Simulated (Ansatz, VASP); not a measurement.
# Two plane-wave programs on K3S2

```
K S
1.0
     4.39521    2.53758    4.69535
    -4.39521    2.53758    4.69535
     0.00000   -5.07515    4.69535
K S
6 4
Cartesian
  -1.7664 2.5376 8.2169
  -1.3144 -2.7986 8.2169
  3.0808 0.2610 8.2169
  1.7664 -2.5376 5.8692
  1.3144 2.7986 5.8692
  -3.0808 -0.2610 5.8692
  0.0000 0.0000 5.3910
  0.0000 0.0000 1.6520
  0.0000 0.0000 8.6950
  0.0000 0.0000 12.4340
```

Alike in both runs: functional PBE; k mesh 6 × 6 × 6; occupations gaussian, width 0.1 eV; no spin polarisation.

Ansatz relaxed the structure, and its values are those at the end. VASP's run is a single point on that final structure, the one shown.

|  | VASP | Ansatz |
| --- | --- | --- |
| version | VASP 6.6.1 | Ansatz 0.2.0 |
| potentials or method | VASP PAW PBE potentials, release 64 (K_sv, S), cutoff 520 eV | scalar-relativistic, plane waves, PAW |
| valence electrons in the cell | 78 | 78 |

VASP gave:

- gap on the k mesh at the Fermi level (eV): none
- pressure (GPa): 0.1

Q: Which values does Ansatz return?

A: gap on the k mesh at the Fermi level (eV): none; pressure (GPa): 0.0.

A gap of «none» marks a metal or a gap that the smearing closes.
